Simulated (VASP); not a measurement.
# PbO2 (P4_2/mnm) in VASP: further runs

The runs below take PbO2 through single point, with PBEsol.

All numbers are computed with VASP 6.6.1; they aren't measurements. Logs are shortened: lines on timing, memory, paths and dates and some standing lists are left out, and cuts for length are marked.

## 1. The cell of the first run

It takes space group P4_2/mnm (No. 136, tetragonal). The conventional cell has a = 5.222 Å, b = 5.222 Å, c = 3.319 Å, α = 90.00°, β = 90.00°, γ = 90.00°. Within 2.9 Å of Pb (site symmetry mmm) lie 6 O at 2.18 to 2.28 Å. O (site symmetry m2m) has 3 Pb at 2.18 to 2.28 Å and 1 O at 2.83 Å within 2.9 Å.

## 2. Single point, PBEsol (biaxial strain in the a-b plane: +4.5 %)

Input file INCAR:

```
ALGO = Normal
EDIFF = 1E-6
ENCUT = 520
GGA = PS
ISIF = 2
ISMEAR = 0
LASPH = True
LCHARG = True
LELF = True
LREAL = False
LVHAR = True
LWAVE = False
NBANDS = 35
NELM = 80
PREC = Accurate
SIGMA = 0.1
```

Input file KPOINTS:

```
k-points
0
Gamma
  8 8 10
```

Input file POSCAR:

```
PbO2
1.0
    5.2221374319      0.0000000000      0.0000000000
    0.0000000000      5.2221374319      0.0000000000
    0.0000000000      0.0000000000      3.3194449005
Pb O
2 4
Direct
    0.0000000000      0.0000000000      0.0000000000
    0.5000000000      0.5000000000      0.5000000000
    0.3083599168      0.3083599168      0.0000000000
    0.1916400832      0.8083599168      0.5000000000
    0.6916400832      0.6916400832      0.0000000000
    0.8083599168      0.1916400832      0.5000000000
```

Potentials or basis: VASP PAW PBE potentials, release 64 (Pb_d, O).

Run with:

```sh
$ cat potpaw_PBE.64/Pb_d/POTCAR potpaw_PBE.64/O/POTCAR > POTCAR
$ mpirun -np 1 vasp_std > vasp.out
```

OUTCAR:

```text
EDIFF = 1E-6
   ENCUT = 520
   GGA = PS
   ISIF = 2
   ISMEAR = 0
   LASPH = True
   LREAL = False
   NELM = 80
   PREC = Accurate

 ion  position               nearest neighbor table
   1  0.000  0.000  0.000-   4 2.18   6 2.18   4 2.18   6 2.18   5 2.28   3 2.28   2 4.05   2 4.05
                             2 4.05   2 4.05   2 4.05   2 4.05   2 4.05   2 4.05
   2  0.500  0.500  0.500-   3 2.18   5 2.18   3 2.18   5 2.18   4 2.28   6 2.28   1 4.05   1 4.05
                             1 4.05   1 4.05   1 4.05   1 4.05   1 4.05   1 4.05
   3  0.308  0.308  0.000-   2 2.18   2 2.18   1 2.28
   4  0.192  0.808  0.500-   1 2.18   1 2.18   2 2.28
   5  0.692  0.692  0.000-   2 2.18   2 2.18   1 2.28
   6  0.808  0.192  0.500-   1 2.18   1 2.18   2 2.28

  LATTYP: Found a simple tetragonal cell.
 ALAT       =     5.2221374319
 C/A-ratio  =     0.6356487059

  Lattice vectors:

 A1 = (   5.2221374319,   0.0000000000,   0.0000000000)
 A2 = (   0.0000000000,   5.2221374319,   0.0000000000)
 A3 = (   0.0000000000,   0.0000000000,   3.3194449005)

Analysis of symmetry for initial positions (statically):
=====================================================================
 Subroutine PRICEL returns:
 Original cell was already a primitive cell.

 Routine SETGRP: Setting up the symmetry group for a
 simple tetragonal supercell.

 Subroutine GETGRP returns: Found 16 space group operations
 (whereof  8 operations were pure point group operations)
 out of a pool of 16 trial point group operations.

The static configuration has the point symmetry D_2h.
 The point group associated with its full space group is D_4h.

Analysis of symmetry for dynamics (positions and initial velocities):
=====================================================================
 Subroutine PRICEL returns:
 Original cell was already a primitive cell.

 Routine SETGRP: Setting up the symmetry group for a
 simple tetragonal supercell.

 Subroutine GETGRP returns: Found 16 space group operations
 (whereof  8 operations were pure point group operations)
 out of a pool of 16 trial point group operations.

The dynamic configuration has the point symmetry D_2h.
 The point group associated with its full space group is D_4h.

 Subroutine INISYM returns: Found 16 space group operations
 (whereof  8 operations are pure point group operations),
 and found     1 'primitive' translations

----------------------------------------------------------------------------------------

                                     Primitive cell

  volume of cell :      90.5237

  direct lattice vectors                    reciprocal lattice vectors
     5.222137432  0.000000000  0.000000000     0.191492471  0.000000000  0.000000000
     0.000000000  5.222137432  0.000000000     0.000000000  0.191492471  0.000000000
     0.000000000  0.000000000  3.319444901     0.000000000  0.000000000  0.301255189

  length of vectors
     5.222137432  5.222137432  3.319444901     0.191492471  0.191492471  0.301255189

  position of ions in fractional coordinates (direct lattice)
     0.000000000  0.000000000  0.000000000
     0.500000000  0.500000000  0.500000000
     0.308359917  0.308359917  0.000000000
     0.191640083  0.808359917  0.500000000
     0.691640083  0.691640083  0.000000000
     0.808359917  0.191640083  0.500000000

  ion indices of the primitive-cell ions
   primitive index   ion index
                 1           1
                 2           2
                 3           3
                 4           4
                 5           5
                 6           6

----------------------------------------------------------------------------------------

 KPOINTS: k-points

Automatic generation of k-mesh.
 Grid dimensions read from file:
 generate k-points for:    8    8   10

 Generating k-lattice:

  Cartesian coordinates                     Fractional coordinates (reciprocal lattice)
     0.023936559  0.000000000  0.000000000     0.125000000  0.000000000  0.000000000
     0.000000000  0.023936559  0.000000000     0.000000000  0.125000000  0.000000000
     0.000000000  0.000000000  0.030125519     0.000000000  0.000000000  0.100000000

  Length of vectors
     0.023936559  0.023936559  0.030125519

  Shift w.r.t. Gamma in fractional coordinates (k-lattice)
     0.000000000  0.000000000  0.000000000

 Subroutine IBZKPT returns following result:
 ===========================================

 Found     90 irreducible k-points:

 Following reciprocal coordinates:
            Coordinates               Weight
  0.000000  0.000000  0.000000      1.000000
  0.125000  0.000000  0.000000      4.000000
  0.250000  0.000000  0.000000      4.000000
  0.375000  0.000000  0.000000      4.000000
  0.500000  0.000000  0.000000      2.000000
  0.125000  0.125000  0.000000      4.000000
[... 16 lines left out ...]
  0.375000  0.125000  0.100000     16.000000
  0.500000  0.125000  0.100000      8.000000
 [... further k-points ...]
   k-points           NKPTS =     90   k-points in BZ     NKDIM =     90   number of bands    NBANDS=     35
   number of dos      NEDOS =    301   number of ions     NIONS =      6
   total plane-waves  NPLWV =  44800
   dimension x,y,z NGX =    40 NGY =   40 NGZ =   28
   dimension x,y,z NGXF=    80 NGYF=   80 NGZF=   56
   ions per type =               2   4
   NGX,Y,Z   is equivalent  to a cutoff of  12.73, 12.73, 14.02 a.u.
   NGXF,Y,Z  is equivalent  to a cutoff of  25.47, 25.47, 28.05 a.u.
 SYSTEM =  unknown system
   PREC   = accura    normal or accurate (medium, high low for compatibility)
   ISTART =      0    job   : 0-new  1-cont  2-samecut
   ICHARG =      2    charge: 1-file 2-atom 10-const
   ISPIN  =      1    spin polarized calculation?
   LNONCOLLINEAR =      F non collinear calculations
   LSORBIT =      F    spin-orbit coupling
   LASPH  =      T    aspherical Exc in radial PAW
   ENCUT  =  520.0 eV  38.22 Ry    6.18 a.u.   9.71  9.71  6.17*2*pi/ulx,y,z
   NELM   =     80;   NELMIN=  2; NELMDL= -5     # of ELM steps
   EDIFF  = 0.1E-05   stopping-criterion for ELM
   LREAL  =      F    real-space projection
   EDIFFG = 0.1E-04   stopping-criterion for IOM
   NSW    =      0    number of steps for IOM
   IBRION =     -1    ionic relax: 0-MD 1-quasi-New 2-CG
   NFREE  =      0    steps in history (QN), initial steepest desc. (CG)
   ISIF   =      2    stress and relaxation
   ISYM   =      2    0-nonsym 1-usesym 2-fastsym
   POTIM  = 0.5000    time-step for ionic-motion
   TEBEG  =    0.0;   TEEND  =   0.0 temperature during run
   PSTRESS=    0.0 pullay stress
   NELECT =      52.0000    total number of electrons
   NUPDOWN=      -1.0000    fix difference up-down
   EMIN   =  10.00;   EMAX   =-10.00  energy-range for DOS
   EFERMI =   0.00;   METHOD = LEGACY
   ISMEAR =     0;   SIGMA  =   0.10  broadening in eV -4-tet -1-fermi 0-gaus
   EFERMI_NEDOS =   21; number of points for ismear=-14 and -15
   IALGO  =     38    algorithm
   IMIX   =      4    mixing-type and parameters
     AMIX     =   0.40;   BMIX     =  1.00
     AMIX_MAG =   1.60;   BMIX_MAG =  1.00
  volume/ion in A,a.u.               =      15.09       101.81
  Fermi-wavevector in a.u.,A,eV,Ry     =   1.360887  2.571703 25.198156  1.852012
  Thomas-Fermi vector in A             =   2.487510
   LORBIT       =      0    0 simple, 1 ext, 2 COOP (PROOUT), +10 PAW based schemes
   GGA     = PS    functional components
   LHFCALC =     F    Hartree Fock is set to
   AEXX    =    0.0000 exact exchange contribution
   IVDW    =     0    specifies the selected vdW correction
   LEPSILON=     F    determine dielectric tensor
   LRPA    =     F    only Hartree local field effects (RPA)
 non-spin polarized calculation
 Gauss-broadening in eV      SIGMA  =   0.10
  energy-cutoff  :      520.00
  volume of cell :       90.52
 maximum number of plane-waves:      2480
 NGX is ok and might be reduce to    40
   NGX = 19   NGY = 19   NGZ = 13

 number of electron      51.9999992 magnetization

 Free energy of the ion-electron system (eV)
  ---------------------------------------------------
  ext. energy  EPLUGINS =         0.00000000
  ---------------------------------------------------
  free energy    TOTEN  =       -33.92381285 eV

  energy without entropy =      -33.92131225  energy(sigma->0) =      -33.92256255

 E-fermi :   3.4454     XC(G=0): -10.5120

 val. band max:        3.4397484122   @ k =   0.0000   0.0000   0.1000
 cond. band min:       3.4454431165   @ k =   0.1250   0.0000   0.0000
 fundamental gap:      0.0056947043
 Fermi energy:         3.4453994025

 k-point     1 :       0.0000    0.0000    0.0000
  band No.  band energies     occupation
      1     -14.5804      2.00000
      2     -14.5212      2.00000
      3     -12.9654      2.00000
      4     -12.9654      2.00000
      5     -12.0645      2.00000
      6     -11.9520      2.00000
[... 27 lines left out ...]
     34      13.5305      0.00000
     35      14.5620      0.00000

 k-point     2 :       0.1250    0.0000    0.0000
  band No.  band energies     occupation
      1     -14.5529      2.00000
      2     -14.5033      2.00000
      3     -13.0770      2.00000
      4     -13.0277      2.00000
      5     -11.9533      2.00000
      6     -11.9356      2.00000
[... 27 lines left out ...]
     34      13.6402      0.00000
     35      14.5814      0.00000

 k-point     3 :       0.2500    0.0000    0.0000
  band No.  band energies     occupation
      1     -14.4800      2.00000
      2     -14.4542      2.00000
      3     -13.2814      2.00000
      4     -13.1827      2.00000
      5     -11.9000      2.00000
      6     -11.8995      2.00000
[... 27 lines left out ...]
     34      14.2237      0.00000
     35      14.6523      0.00000
[... 723 lines left out ...]
 k-point    23 :       0.3750    0.1250    0.1000
  band No.  band energies     occupation
      1     -14.3809      2.00000
      2     -14.2724      2.00000
      3     -13.6208      2.00000
      4     -13.4189      2.00000
      5     -11.8967      2.00000
      6     -11.8386      2.00000
[... 27 lines left out ...]
     34      14.7052      0.00000
     35      14.8220      0.00000

 k-point    24 :       0.5000    0.1250    0.1000
  band No.  band energies     occupation
      1     -14.3067      2.00000
      2     -14.3067      2.00000
      3     -13.5575      2.00000
      4     -13.5575      2.00000
      5     -11.8651      2.00000
      6     -11.8651      2.00000
[... 27 lines left out ...]
     34      14.5968      0.00000
     35      14.9813      0.00000

 [... further k-points ...]
[... 5 lines left out ...]
  --------------------------------------------------------------------------------------
  -------------------------------------------------------------------------------------
  Total       -3.6769384     -3.6769384     -0.7619872      0.0000000      0.0000000      0.0000000
  in kB      -65.0781013    -65.0781013    -13.4864050      0.0000000      0.0000000      0.0000000
  external PRESSURE =     -47.8808692 kB  Pullay stress =       0.0000000 kB

 VOLUME and BASIS-vectors are now :
 -----------------------------------------------------------------------------
  energy-cutoff  :      520.00
  volume of cell :       90.52
      direct lattice vectors                 reciprocal lattice vectors
     5.222137432  0.000000000  0.000000000     0.191492471  0.000000000  0.000000000
     0.000000000  5.222137432  0.000000000     0.000000000  0.191492471  0.000000000
     0.000000000  0.000000000  3.319444901     0.000000000  0.000000000  0.301255189

 POSITION                                       TOTAL-FORCE (eV/Angst)
 -----------------------------------------------------------------------------------
      0.00000      0.00000      0.00000        -0.000000      0.000000     -0.000000
      2.61107      2.61107      1.65972        -0.000000      0.000000     -0.000000
      1.61030      1.61030      0.00000         0.057413      0.057413     -0.000000
      1.00077      4.22137      1.65972        -0.057413      0.057413     -0.000000
      3.61184      3.61184      0.00000        -0.057413     -0.057413      0.000000
      4.22137      1.00077      1.65972         0.057413     -0.057413     -0.000000
 -----------------------------------------------------------------------------------
    total drift:                               -0.000000      0.000000     -0.000000

  FREE ENERGIE OF THE ION-ELECTRON SYSTEM (eV)
  ---------------------------------------------------
  free  energy   TOTEN  =       -33.9238128533 eV

  energy  without entropy=      -33.9213122509  energy(sigma->0) =      -33.92256255
```

It used 790 s of CPU time on 1 thread of AMD EPYC 7R13 Processor (Zen 3), on a shared host.

What came out:

* Free energy: -33.9238 eV
* Pressure: -4.8 GPa
* Largest force: 0.081 eV/Å

Forces in eV/Å, atoms in the order of the input:
```
Pb   0.000  0.000  0.000
Pb   0.000  0.000  0.000
O    0.057  0.057  0.000
O   -0.057  0.057  0.000
O   -0.057 -0.057  0.000
O    0.057 -0.057  0.000
```

Levels at points of the mesh, in eV from the Fermi level:
```csv
k point,band 23,band 24,band 25,band 26,band 27,band 28,band 29,band 30
"(0.00, 0.00, 0.00)",-0.66,-0.59,-0.59,-0.54,0.05,3.93,5.77,5.77
"(0.50, 0.00, 0.00)",-0.61,-0.61,-0.47,-0.47,1.88,1.88,6.44,6.44
"(0.50, 0.50, 0.00)",-0.62,-0.62,-0.57,-0.57,2.40,2.40,6.48,6.48
"(0.00, 0.00, 0.50)",-1.03,-1.03,-0.76,-0.76,3.22,3.22,8.10,8.10
"(0.50, 0.00, 0.50)",-0.77,-0.77,-0.43,-0.43,3.44,3.44,6.45,6.45
"(0.50, 0.50, 0.50)",-0.69,-0.69,-0.59,-0.59,2.39,2.39,7.76,7.76
```

Caveat: the cell differs from its parent crystal (biaxial strain in the a-b plane: +4.5 %); the PAW data sets were made with another functional, which shifts forces and pressure a little; spin-orbit coupling is left out, which moves the levels of the heavy elements.

## 3. Single point, PBEsol (biaxial strain in the a-b plane: -4.5 %)

Input file INCAR:

```
ALGO = Normal ; EDIFF = 1E-6
ENCUT = 520 ; GGA = PS
ISIF = 2 ; ISMEAR = 0
LASPH = T ; LCHARG = F
LREAL = F ; LWAVE = F
NBANDS = 35 ; NELM = 100
PREC = Accurate ; SIGMA = 0.1
```

KPOINTS is that of step 2.

Input file POSCAR:

```
PbO2
1.0
    4.7723839689      0.0000000000      0.0000000000
    0.0000000000      4.7723839689      0.0000000000
    0.0000000000      0.0000000000      3.5036689751
Pb O
2 4
Direct
    0.0000000000      0.0000000000      0.0000000000
    0.5000000000      0.5000000000      0.5000000000
    0.3082142202      0.3082142202      0.0000000000
    0.1917857798      0.8082142202      0.5000000000
    0.6917857798      0.6917857798      0.0000000000
    0.8082142202      0.1917857798      0.5000000000
```

Potentials or basis: VASP PAW PBE potentials, release 64 (Pb_d, O).

Run with:

```sh
$ cat potpaw_PBE.64/Pb_d/POTCAR potpaw_PBE.64/O/POTCAR > POTCAR
$ mpirun -np 1 vasp_std > vasp.out
```

Wall time 2 min (1 thread of Intel Xeon Platinum 8559C (Emerald Rapids), shared host); peak memory 0.31 GiB.

The run converged. Its results:

| Property | Result |
| --- | --- |
| Free energy | -33.8625 eV |
| Pressure | 8.9 GPa |
| Largest force | 0.032 eV/Å |
| Band gap on the k mesh | zero (band 26 reaches 4.79 eV, above the bottom of band 27 at 4.74 eV) |

Forces on the atoms (eV/Å):
```
Pb   0.000  0.000  0.000
Pb   0.000  0.000  0.000
O    0.023  0.023  0.000
O   -0.023  0.023  0.000
O   -0.023 -0.023  0.000
O    0.023 -0.023  0.000
```

Stress tensor (GPa, compression positive):
```
10.40  0.00  0.00
 0.00 10.40  0.00
 0.00  0.00  6.05
```

Levels at points of the mesh, in eV from the Fermi level:
| k point | band 23 | band 24 | band 25 | band 26 | band 27 | band 28 | band 29 | band 30 |
| --- | --- | --- | --- | --- | --- | --- | --- | --- |
| (0.00, 0.00, 0.00) | -0.70 | -0.70 | -0.66 | -0.66 | 0.00 | 4.22 | 5.56 | 5.56 |
| (0.50, 0.00, 0.00) | -0.77 | -0.77 | -0.44 | -0.44 | 2.88 | 2.88 | 6.18 | 6.18 |
| (0.50, 0.50, 0.00) | -0.79 | -0.79 | -0.46 | -0.46 | 3.07 | 3.07 | 6.73 | 6.73 |
| (0.00, 0.00, 0.50) | -1.31 | -1.31 | -0.91 | -0.91 | 4.10 | 4.10 | 9.15 | 9.15 |
| (0.50, 0.00, 0.50) | -0.88 | -0.88 | -0.03 | -0.03 | 4.56 | 4.56 | 7.74 | 7.74 |
| (0.50, 0.50, 0.50) | -0.76 | -0.76 | -0.52 | -0.52 | 3.15 | 3.15 | 8.38 | 8.38 |

Caveat: the cell differs from its parent crystal (biaxial strain in the a-b plane: -4.5 %); the PAW data sets were made with another functional, which shifts forces and pressure a little; spin-orbit coupling is left out, which moves the levels of the heavy elements.

## 4. Single point, PBEsol (biaxial strain in the a-b plane: -4.5 %, then relaxed in part)

Input file INCAR:

```
ALGO     = Normal         # electronic algorithm
EDIFF    = 1E-6           # SCF threshold, eV
ENCUT    = 520            # plane-wave cutoff, eV
GGA      = PS             # functional
ISIF     = 2              # what is computed and relaxed
ISMEAR   = 0              # smearing method
LASPH    = T              # aspherical terms in the spheres
LCHARG   = F              # write CHGCAR
LREAL    = F              # projectors in reciprocal space
LWAVE    = F              # write WAVECAR
NBANDS   = 35             # bands
NELM     = 60             # most SCF steps
PREC     = Accurate       # precision mode
SIGMA    = 0.1            # smearing width, eV
```

KPOINTS is that of step 3.

Input file POSCAR:

```
PbO2
1.0
    4.7723839689      0.0000000000      0.0000000000
    0.0000000000      4.7723839689      0.0000000000
    0.0000000000      0.0000000000      3.5781618135
Pb O
2 4
Direct
    0.0000000000      0.0000000000      0.0000000000
    0.5000000000      0.5000000000      0.5000000000
    0.3090167596      0.3090167596      0.0000000000
    0.1909832404      0.8090167596      0.5000000000
    0.6909832404      0.6909832404      0.0000000000
    0.8090167596      0.1909832404      0.5000000000
```

Run with:

```sh
$ cat potpaw_PBE.64/Pb_d/POTCAR potpaw_PBE.64/O/POTCAR > POTCAR
$ mpirun -np 1 vasp_std > vasp.out
```

It took 2 min on 1 thread of Intel Xeon Platinum 8559C (Emerald Rapids), shared host; peak memory 0.32 GiB.

Results (log left out):

* Free energy: -33.8985 eV
* Pressure: 4.7 GPa
* Largest force: 0.005 eV/Å
* Band gap on the k mesh: zero (band 26 reaches 4.55 eV, above the bottom of band 27 at 4.51 eV)

Forces in eV/Å, atoms in the order of the input:
```
Pb   0.000  0.000  0.000
Pb   0.000  0.000  0.000
O    0.003  0.003  0.000
O   -0.003  0.003  0.000
O   -0.003 -0.003  0.000
O    0.003 -0.003  0.000
```

Stress tensor (GPa, compression positive):
```
6.95 0.00 0.00
0.00 6.95 0.00
0.00 0.00 0.34
```

Levels at points of the mesh, in eV from the Fermi level:
| k point | band 23 | band 24 | band 25 | band 26 | band 27 | band 28 | band 29 | band 30 |
| --- | --- | --- | --- | --- | --- | --- | --- | --- |
| (0.00, 0.00, 0.00) | -0.75 | -0.75 | -0.61 | -0.61 | 0.00 | 3.89 | 5.39 | 5.39 |
| (0.50, 0.00, 0.00) | -0.80 | -0.80 | -0.42 | -0.42 | 2.73 | 2.73 | 5.99 | 5.99 |
| (0.50, 0.50, 0.00) | -0.84 | -0.84 | -0.40 | -0.40 | 2.81 | 2.81 | 6.55 | 6.55 |
| (0.00, 0.00, 0.50) | -1.24 | -1.24 | -0.87 | -0.87 | 3.88 | 3.88 | 8.81 | 8.81 |
| (0.50, 0.00, 0.50) | -0.82 | -0.82 | -0.03 | -0.03 | 4.36 | 4.36 | 7.61 | 7.61 |
| (0.50, 0.50, 0.50) | -0.72 | -0.72 | -0.45 | -0.45 | 2.98 | 2.98 | 8.29 | 8.29 |

Caveat: the cell differs from its parent crystal (biaxial strain in the a-b plane: -4.5 %, then relaxed in part); the PAW data sets were made with another functional, which shifts forces and pressure a little; spin-orbit coupling is left out, which moves the levels of the heavy elements.

[end of part 1 of 2]
